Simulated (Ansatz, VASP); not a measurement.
**GaSb in VASP and in Ansatz**

```
Sb Ga
1.0
     0.00000    3.05900    3.05900
     3.05900    0.00000    3.05900
     3.05900    3.05900    0.00000
Sb Ga
1 1
Direct
  0.75000 0.75000 0.75000
  0.00000 0.00000 0.00000
```

Alike in both runs: task single point; functional PBE; k mesh 4 × 4 × 4; occupations fermi-dirac, width 0.02 eV; no spin polarisation.

```csv
,VASP,Ansatz
version,VASP 6.6.1,Ansatz 0.2.0
potentials or method,"VASP PAW PBE potentials, release 64 (Sb, Ga_d), cutoff 520 eV","all-electron LAPW, scalar-relativistic"
```

|  | VASP | Ansatz | Ansatz less VASP |
| --- | --- | --- | --- |
| pressure (GPa) | 2.9 | 2.8 | -0.08 |

Ansatz ran all-electron here, and VASP with PAW potentials.

The k mesh is coarse, so the values compare programs but aren't converged. Neither program's run includes spin-orbit coupling.
